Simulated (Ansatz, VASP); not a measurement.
AlN: VASP beside Ansatz

```
Al N
1.0
     0.00000    2.23802    2.23802
     2.23802    0.00000    2.23802
     2.23802    2.23802    0.00000
Al N
1 1
Direct
  0.99771 0.00229 0.00229
  0.75441 0.74559 0.74559
```

Change from the starting cell: mode 4 frozen in at -0.019 Å, equal normal strain along x, y and z +0.0167.

Alike in both runs: task single point; functional PBE; k mesh 10 × 10 × 10; occupations gaussian, width 0.05 eV; no spin polarisation.

|  | VASP | Ansatz |
| --- | --- | --- |
| version | VASP 6.6.1 | Ansatz 0.2.0 |
| potentials or method | VASP PAW PBE potentials, release 64 (Al, N), cutoff 520 eV | scalar-relativistic, plane waves, PAW |
| valence electrons in the cell | 8 | 8 |

|  | VASP | Ansatz | Ansatz less VASP |
| --- | --- | --- | --- |
| gap on the k mesh at the Fermi level (eV) | 3.20 | 3.20 | +0.006 |
| least direct gap on the mesh (eV) | 3.48 | 3.48 | -0.004 |
| pressure (GPa) | -8.8 | -8.6 | +0.20 |
| traceless stress, the component that is largest in VASP (GPa) | -1.20 | -1.20 | +0.003 |
| rms of the force components (eV/Å) | 0.205 | 0.204 | -0.0004 |

Atom by atom the forces differ by 0.000 eV/Å (rms over components).
